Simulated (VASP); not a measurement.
## Ir: single point with PBE

Crystal: Ir.

```xyz
2
Lattice="2.6929 0.0000 0.0000 -1.3464 2.3321 0.0000 0.0000 0.0000 4.2155" Properties=species:S:1:pos:R:3 pbc="T T T"
Ir    1.3465    0.7774    3.1616
Ir    0.0000    1.5547    1.0539
```

```json
{
 "Program": "VASP 6.6.1",
 "Task": "single point",
 "Functional": "PBE",
 "Potentials or basis": "VASP PAW PBE potentials, release 64 (Ir)",
 "Cutoff": "520 eV",
 "k mesh": "18 × 18 × 10",
 "Occupations": "gaussian, width 0.15 eV",
 "Spin": "no spin polarisation",
 "Dipole correction": "no",
 "Further INCAR settings": "ALGO = Fast; EDIFF = 1e-06; NBANDS = 16"
}
```

| Item | Value |
| --- | --- |
| Pressure | 44.0 GPa |
| Band gap on the k mesh | zero (band 9 reaches 12.86 eV, above the bottom of band 10 at 9.13 eV) |

Stress tensor (GPa, compression positive):
```
37.21  0.00  0.00
 0.00 37.21  0.00
 0.00  0.00 57.63
```

Levels at points of the mesh, in eV from the Fermi level:
| k point | band 6 | band 7 | band 8 | band 9 | band 10 | band 11 | band 12 | band 13 |
| --- | --- | --- | --- | --- | --- | --- | --- | --- |
| (0.00, 0.00, 0.00) | -3.54 | -3.54 | -3.04 | -3.04 | -0.66 | 0.23 | 0.23 | 8.19 |
| (0.50, 0.00, 0.00) | -3.78 | -3.13 | 0.50 | 1.07 | 1.25 | 3.08 | 4.57 | 8.73 |
| (0.00, 0.00, 0.50) | -4.61 | -4.61 | -4.61 | -0.55 | -0.55 | -0.55 | -0.55 | 13.52 |
| (0.50, 0.00, 0.50) | -2.61 | -1.21 | -1.21 | 0.84 | 0.84 | 2.09 | 2.09 | 8.18 |

Run time: 41 s on 1 thread of AMD EPYC 9R45 96-Core Processor (Zen 5) (shared host), peak memory 0.17 GiB.

Caveat: spin-orbit coupling is left out, which moves the levels of the heavy elements.
